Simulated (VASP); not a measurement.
Here is a VASP 6.6.1 calculation.

The input INCAR:

```
ALGO = Normal
EDIFF = 1E-7
ENCUT = 520
ISIF = 2
ISMEAR = -1
LASPH = True
LCHARG = False
LREAL = False
LWAVE = False
NBANDS = 28
NELM = 60
PREC = Accurate
SIGMA = 0.1
```

KPOINTS

```
k-points
0
Gamma
  4 4 4
```

The input POSCAR:

```
CsAuBr3
1.0
    5.4725400000      0.0000000000      0.0000000000
    0.0000000000      5.4725400000      0.0000000000
    0.0000000000      0.0000000000      5.4725400000
Cs Au Br
1 1 3
Direct
    0.5000000000      0.5000000000      0.5000000000
    0.0000000000      0.0000000000      0.0000000000
    0.0000000000      0.0000000000      0.5000000000
    0.5450000000      0.0000000000      0.0000000000
    0.0000000000      0.5000000000      0.0000000000
```

Potentials or basis: VASP PAW LDA potentials, release 64 (Cs_sv, Au, Br).

Run with:

```sh
$ cat potpaw_LDA.64/Cs_sv/POTCAR potpaw_LDA.64/Au/POTCAR potpaw_LDA.64/Br/POTCAR > POTCAR
$ mpirun -np 1 vasp_std > vasp.out
```

Question: Predict the pressure.

Answer: -2.8 GPa.

Question: What does it give for the band gap on the k mesh?

Answer: Zero (an odd number of electrons rules out a gap without spin polarisation).

Question: What does it give for the largest force?

Answer: 1.206 eV/Å.

Forces on the atoms (eV/Å):
```
Cs   0.006  0.000  0.000
Au   0.990  0.000  0.000
Br   0.105  0.000  0.000
Br  -1.206  0.000  0.000
Br   0.105  0.000  0.000
```

Caveat: spin-orbit coupling is left out, which moves the levels of the heavy elements; an odd number of electrons without spin polarisation forces a metal; a magnetic or distorted state may lie lower.
